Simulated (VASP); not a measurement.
Y2Si3O:

```
Y Si O
1.0
     4.09344    0.00000    0.00000
    -2.04672    3.54502    0.00000
     0.00000    0.00000    8.31656
Y Si O
2 3 1
Direct
  0.00000 0.00000 0.00000
  0.66667 0.33333 0.50000
  0.33333 0.66667 0.50000
  0.66667 0.33333 0.89697
  0.66667 0.33333 0.10303
  0.00000 0.00000 0.50000
```

The cell was built from a structure type or drawn by symmetry, and may not be a known phase.

| Property | Result |
| --- | --- |
| Program | VASP 6.6.1 |
| Task | relaxation of cell and atoms |
| Functional | PBE |
| Potentials or basis | VASP PAW PBE potentials, release 64 (Y_sv, Si, O) |
| Cutoff | 600 eV |
| k mesh | 6 × 6 × 2 |
| Occupations | gaussian, width 0.1 eV |
| Spin | no spin polarisation |

At the start: pressure 38.7 GPa; volume 20.11 Å³/atom.

**Question.** How do energy, volume and symmetry change on relaxing?

**Answer.** Over 17 steps the energy falls by 1269.1 meV/atom and the volume is 24.90 Å³/atom (+23.8 %); space group P-6m2 (No. 187, to 0.1 Å) before and after.

Step by step:
```tsv
step	energy change (eV)	largest force (eV/Å)	pressure (GPa)	volume (Å³)
1	0.0000	20.3201	38.72	120.68
2	-1.9737	1.1310	-8.56	227.05
3	-3.2580	0.8670	-8.14	208.10
4	-4.0742	0.7448	-7.31	194.78
5	-6.0115	1.3507	0.00	154.79
6	-5.9197	0.1241	9.31	137.03
7	-6.1180	1.1827	2.55	148.42
8	-6.1294	1.0807	3.62	146.19
9	-7.1556	1.4788	-2.54	158.46
10	-7.2635	1.4433	-4.10	162.93
11	-7.5671	0.9166	-0.46	152.00
12	-7.5888	0.2095	-1.39	154.02
13	-7.6136	0.0097	-0.15	149.95
14	-7.6136	0.0139	-0.12	149.87
15	-7.6142	0.0507	0.02	149.48
16	-7.6142	0.0548	0.03	149.45
17	-7.6143	0.0106	0.00	149.43
```

Final structure:
```
Y Si O
1.0
     4.70029    0.00000    0.00000
    -2.35015    4.07057    0.00000
     0.00000    0.00000    7.81004
Y Si O
2 3 1
Direct
  0.00000 0.00000 0.00000
  0.66667 0.33333 0.50000
  0.33333 0.66667 0.50000
  0.66667 0.33333 0.85827
  0.66667 0.33333 0.14173
  0.00000 0.00000 0.50000
```

Caveat: the k points lie up to 0.40 Å⁻¹ apart in the final cell, too coarse for converged energies and pressures of a metal; the volume moved by over 15 % at a fixed basis, so the end points are rough.
